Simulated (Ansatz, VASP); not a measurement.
## Two plane-wave programs on Sr2Ti2O5

```
CELL_PARAMETERS angstrom
3.90773 -3.97534 0.00000
3.90773 3.97534 0.00000
0.00000 0.00000 3.94004
ATOMIC_POSITIONS crystal
Sr 0.75350 0.24650 0.00000
Sr 0.24650 0.75350 0.00000
Ti 0.75040 0.75040 0.50000
Ti 0.24960 0.24960 0.50000
O 0.00000 0.50000 0.50000
O 0.50000 0.00000 0.50000
O 0.72520 0.72520 0.00000
O 0.27480 0.27480 0.00000
O 0.00000 0.00000 0.50000
```

Alike in both runs: task single point; functional PBEsol; k mesh 4 × 4 × 4; occupations gaussian, width 0.1 eV; collinear spin.

|  | VASP | Ansatz |
| --- | --- | --- |
| version | VASP 6.6.1 | Ansatz 0.2.0 |
| potentials or method | VASP PAW PBE potentials, release 64 (Sr_sv, Ti_sv, O), cutoff 520 eV | scalar-relativistic, plane waves, PAW |
| valence electrons in the cell | 74 | 74 |

|  | VASP | Ansatz | Ansatz less VASP |
| --- | --- | --- | --- |
| gap on the k mesh at the Fermi level (eV) | none | none | - |
| pressure (GPa) | -6.3 | -6.8 | -0.51 |
| traceless stress, the component that is largest in VASP (GPa) | 0.89 | 0.80 | -0.087 |
| rms of the force components (eV/Å) | 0.087 | 0.097 | +0.0092 |
| net moment per atom (μB) | 0.00 | 0.05 | +0.052 |
| size of the moment on the site where the two differ most (μB) | 0.00 | 0.12 | +0.121 |

VASP's potentials were made for PBE, not for PBEsol. Site moments also hang on the region over which each program counts them. Atom by atom the forces differ by 0.013 eV/Å (rms over components). A gap of «none» marks a metal or a gap that the smearing closes.

The k mesh is coarse, so the values compare programs but aren't converged.
